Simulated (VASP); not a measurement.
# Ba in VASP: single point with PBE

Aim: the single point of Ba with PBE.

All numbers are computed with VASP 6.6.1; they aren't measurements. Logs are shortened: lines on timing, memory, paths and dates and some standing lists are left out, and cuts for length are marked.

### 1 The cell of the first run

The cell holds a wire with vacuum, 9 atoms: a = 19.200 Å, b = 16.400 Å, c = 4.459 Å, α = 90.00°, β = 90.00°, γ = 90.00°.

### 2 Single point, PBE

INCAR

```
PREC = Accurate ; ENCUT = 520
EDIFF = 1E-6 ; ISMEAR = 0
SIGMA = 0.05 ; LREAL = False
LASPH = True ; NELM = 100
ALGO = Normal ; ISIF = 2
LWAVE = False ; LCHARG = True
GGA = PE ; LELF = True
LVHAR = True ; NBANDS = 55
```

KPOINTS

```
Automatic mesh
0
Gamma
  1 1 8
```

POSCAR

```
Ba
1.0
   19.2000000000      0.0000000000      0.0000000000
    0.0000000000     16.4000000000      0.0000000000
    0.0000000000      0.0000000000      4.4594676697
Ba
9
Direct
    0.3484926204      0.3038751105     -0.0027665966
    0.3484926204      0.6961248895     -0.0027665966
    0.2255392466      0.5000000000      0.5255454989
    0.6242470057      0.5000000000     -0.0005218585
    0.5586804640      0.2830036550      0.5106540183
    0.5586804640      0.7169963450      0.5106540183
    0.4361970023      0.5000000000      0.4664408854
    0.7797785961      0.3683365900      0.4963803154
    0.7797785961      0.6316634100      0.4963803154
```

Potentials or basis: VASP PAW PBE potentials, release 64 (Ba_sv).

The run is started by

```console
$ cat potpaw_PBE.64/Ba_sv/POTCAR > POTCAR
$ mpirun -np 1 vasp_std > vasp.out
```

OUTCAR:

```text
PREC = Accurate
   ENCUT = 520
   EDIFF = 1E-6
   ISMEAR = 0
   LREAL = False
   LASPH = True
   NELM = 100
   ISIF = 2
   GGA = PE

 ion  position               nearest neighbor table
   1  0.348  0.304  0.997-   7 4.19   7 4.33   3 4.51   5 4.59   3 4.63   5 4.65
   2  0.348  0.696  0.997-   7 4.19   7 4.33   3 4.51   6 4.59   3 4.63   6 4.65
   3  0.226  0.500  0.526-   7 4.05   2 4.51   1 4.51   1 4.63   2 4.63
   4  0.624  0.500  0.999-   7 4.17   8 4.30   9 4.30   8 4.31   9 4.31   7 4.32   5 4.36   6 4.36
                             5 4.41   6 4.41
   5  0.559  0.283  0.511-   7 4.27   4 4.36   4 4.41   8 4.47   1 4.59   1 4.65
   6  0.559  0.717  0.511-   7 4.27   4 4.36   4 4.41   9 4.47   2 4.59   2 4.65
   7  0.436  0.500  0.466-   3 4.05   4 4.17   1 4.19   2 4.19   5 4.27   6 4.27   4 4.32   2 4.33
                             1 4.33
   8  0.780  0.368  0.496-   4 4.30   4 4.31   9 4.32   5 4.47
   9  0.780  0.632  0.496-   4 4.30   4 4.31   8 4.32   6 4.47

  LATTYP: Found a simple orthorhombic cell.
 ALAT       =     4.4594676697
 B/A-ratio  =     3.6775689869
 C/A-ratio  =     4.3054466188

  Lattice vectors:

 A1 = (   0.0000000000,   0.0000000000,  -4.4594676697)
 A2 = (   0.0000000000,  16.4000000000,   0.0000000000)
 A3 = (  19.2000000000,   0.0000000000,   0.0000000000)

Analysis of symmetry for initial positions (statically):
=====================================================================
 Subroutine PRICEL returns:
 Original cell was already a primitive cell.

 Routine SETGRP: Setting up the symmetry group for a
 simple orthorhombic supercell.

 Subroutine GETGRP returns: Found  2 space group operations
 (whereof  2 operations were pure point group operations)
 out of a pool of  8 trial point group operations.

The static configuration has the point symmetry C_1h.

Analysis of symmetry for dynamics (positions and initial velocities):
=====================================================================
 Subroutine PRICEL returns:
 Original cell was already a primitive cell.

 Routine SETGRP: Setting up the symmetry group for a
 simple orthorhombic supercell.

 Subroutine GETGRP returns: Found  2 space group operations
 (whereof  2 operations were pure point group operations)
 out of a pool of  8 trial point group operations.

[... 98 lines left out ...]
   IBRION =     -1    ionic relax: 0-MD 1-quasi-New 2-CG
   NFREE  =      0    steps in history (QN), initial steepest desc. (CG)
   ISIF   =      2    stress and relaxation
   ISYM   =      2    0-nonsym 1-usesym 2-fastsym
   POTIM  = 0.5000    time-step for ionic-motion
   TEBEG  =    0.0;   TEEND  =   0.0 temperature during run
   PSTRESS=    0.0 pullay stress
   NELECT =      90.0000    total number of electrons
   NUPDOWN=      -1.0000    fix difference up-down
   EMIN   =  10.00;   EMAX   =-10.00  energy-range for DOS
   EFERMI =   0.00;   METHOD = LEGACY
   ISMEAR =     0;   SIGMA  =   0.05  broadening in eV -4-tet -1-fermi 0-gaus
   EFERMI_NEDOS =   21; number of points for ismear=-14 and -15
   IALGO  =     38    algorithm
   IMIX   =      4    mixing-type and parameters
     AMIX     =   0.40;   BMIX     =  1.00
     AMIX_MAG =   1.60;   BMIX_MAG =  1.00
  volume/ion in A,a.u.               =     156.02      1052.89
  Fermi-wavevector in a.u.,A,eV,Ry     =   0.655158  1.238070  5.840063  0.429233
  Thomas-Fermi vector in A             =   1.725945
   LORBIT       =      0    0 simple, 1 ext, 2 COOP (PROOUT), +10 PAW based schemes
   GGA     = PE    functional components
   LHFCALC =     F    Hartree Fock is set to
   AEXX    =    0.0000 exact exchange contribution
   IVDW    =     0    specifies the selected vdW correction
   LEPSILON=     F    determine dielectric tensor
   LRPA    =     F    only Hartree local field effects (RPA)
 non-spin polarized calculation
 Gauss-broadening in eV      SIGMA  =   0.05
  energy-cutoff  :      520.00
  volume of cell :     1404.20
 maximum number of plane-waves:     37899
 NGX is ok and might be reduce to   144
   NGX = 71   NGY = 61   NGZ = 17

 number of electron      90.0000002 magnetization

 Free energy of the ion-electron system (eV)
  ---------------------------------------------------
  ext. energy  EPLUGINS =         0.00000000
  ---------------------------------------------------
  free energy    TOTEN  =       -13.40541231 eV

  energy without entropy =      -13.38075304  energy(sigma->0) =      -13.39308267

 E-fermi :  -0.4749     XC(G=0):  -3.9880

 val. band max:       -0.4816802601   @ k =   0.0000   0.0000   0.3750
 cond. band min:      -0.4659790343   @ k =   0.0000   0.0000   0.2500
 fundamental gap:      0.0157012258
 Fermi energy:        -0.4748564864

 k-point     1 :       0.0000    0.0000    0.0000
  band No.  band energies     occupation
      1     -30.1137      2.00000
      2     -30.1040      2.00000
      3     -29.9078      2.00000
      4     -29.8919      2.00000
      5     -29.8917      2.00000
      6     -29.8366      2.00000
[... 279 lines left out ...]
     54       0.1412      0.00000
     55       0.1634      0.00000

------------------------ aborting loop because EDIFF is reached ----------------------------------------

  FORCE on cell =-STRESS in cart. coord.  units (eV):
  Direction    XX          YY          ZZ          XY          YZ          ZX
  --------------------------------------------------------------------------------------
  -------------------------------------------------------------------------------------
  Total       -0.0603334      0.0570332      0.1354226      0.0000000      0.0000000     -0.0197258
  in kB       -0.0688400      0.0650744      0.1545160      0.0000000      0.0000000     -0.0225070
  external PRESSURE =       0.0502502 kB  Pullay stress =       0.0000000 kB

 VOLUME and BASIS-vectors are now :
 -----------------------------------------------------------------------------
  energy-cutoff  :      520.00
  volume of cell :     1404.20
      direct lattice vectors                 reciprocal lattice vectors
    19.200000000  0.000000000  0.000000000     0.052083333  0.000000000  0.000000000
     0.000000000 16.400000000  0.000000000     0.000000000  0.060975610  0.000000000
     0.000000000  0.000000000  4.459467670     0.000000000  0.000000000  0.224242011

 POSITION                                       TOTAL-FORCE (eV/Angst)
 -----------------------------------------------------------------------------------
      6.69106      4.98355      4.44713        -0.006322     -0.014497      0.003592
      6.69106     11.41645      4.44713        -0.006322      0.014497      0.003592
      4.33035      8.20000      2.34365        -0.009142      0.000000     -0.004774
     11.98554      8.20000      4.45714        -0.000464      0.000000     -0.003587
     10.72666      4.64126      2.27725        -0.001204     -0.008705     -0.001083
     10.72666     11.75874      2.27725        -0.001204      0.008705     -0.001083
      8.37498      8.20000      2.08008         0.013627      0.000000      0.004663
     14.97175      6.04072      2.21359         0.005516     -0.005882     -0.000659
     14.97175     10.35928      2.21359         0.005516      0.005882     -0.000659
 -----------------------------------------------------------------------------------
    total drift:                               -0.000409      0.000000      0.000643

  FREE ENERGIE OF THE ION-ELECTRON SYSTEM (eV)
  ---------------------------------------------------
  free  energy   TOTEN  =       -13.4054123079 eV

  energy  without entropy=      -13.3807530367  energy(sigma->0) =      -13.39308267
```

stdout:

```text
POSCAR found type information on POSCAR Ba
 POSCAR found :  1 types and       9 ions
 scaLAPACK will be used
 LDA part: xc-table for (Slater+PW92), standard interpolation
 POSCAR, INCAR and KPOINTS ok, starting setup
 FFT: planning ... GRIDC
 FFT: planning ... GRID_SOFT
 FFT: planning ... GRID
 WAVECAR not read
 entering main loop
```

It took 31 min on 1 thread of Intel Xeon Platinum 8375C at 2.90GHz (Ice Lake), shared host; peak memory 1.2 GiB.

What came out:

```
Free energy            : -13.4054 eV
Largest force          : 0.016 eV/Å
Band gap on the k mesh : zero (band 45 reaches -0.47 eV, above the bottom of band 46 at -0.48 eV)
```

Forces in eV/Å, atoms in the order of the input:
```
Ba  -0.006 -0.014  0.004
Ba  -0.006  0.014  0.004
Ba  -0.009  0.000 -0.005
Ba   0.000  0.000 -0.004
Ba  -0.001 -0.009 -0.001
Ba  -0.001  0.009 -0.001
Ba   0.014  0.000  0.005
Ba   0.006 -0.006 -0.001
Ba   0.006  0.006 -0.001
```

Caveat: spin-orbit coupling is left out, which moves the levels of the heavy elements.
